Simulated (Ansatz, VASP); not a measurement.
## Two plane-wave programs on FeSi

```
CELL_PARAMETERS angstrom
4.44688 0.00000 0.00000
0.00000 4.44688 0.00000
0.00000 0.00000 4.44688
ATOMIC_POSITIONS crystal
Fe 0.13549 0.13549 0.13549
Fe 0.36451 0.86451 0.63549
Fe 0.63549 0.36451 0.86451
Fe 0.86451 0.63549 0.36451
Si 0.84037 0.84037 0.84037
Si 0.65963 0.15963 0.34037
Si 0.34037 0.65963 0.15963
Si 0.15963 0.34037 0.65963
```

Alike in both runs: functional PBEsol; k mesh 8 × 8 × 8; occupations gaussian, width 0.01 eV; no spin polarisation.

Ansatz relaxed the structure, and its values are those at the end. VASP's run is a single point on that final structure, the one shown.

```csv
,VASP,Ansatz
version,VASP 6.6.1,Ansatz 0.2.0
potentials or method,"VASP PAW PBE potentials, release 64 (Fe, Si), cutoff 520 eV","scalar-relativistic, plane waves, PAW"
valence electrons in the cell,48,80
```

|  | VASP | Ansatz | Ansatz less VASP |
| --- | --- | --- | --- |
| gap on the k mesh at the Fermi level (eV) | 0.15 | 0.15 | +0.007 |
| least direct gap on the mesh (eV) | 0.16 | 0.17 | +0.004 |
| pressure (GPa) | -6.0 | -6.6 | -0.58 |
| rms of the force components (eV/Å) | 0.019 | 0.001 | -0.0176 |

VASP's potentials were made for PBE, not for PBEsol. VASP's potentials hold 48 valence electrons a cell and Ansatz's 80, so a difference there can come from the potentials and not from the codes. Ansatz's warnings: stress scf threshold loose.
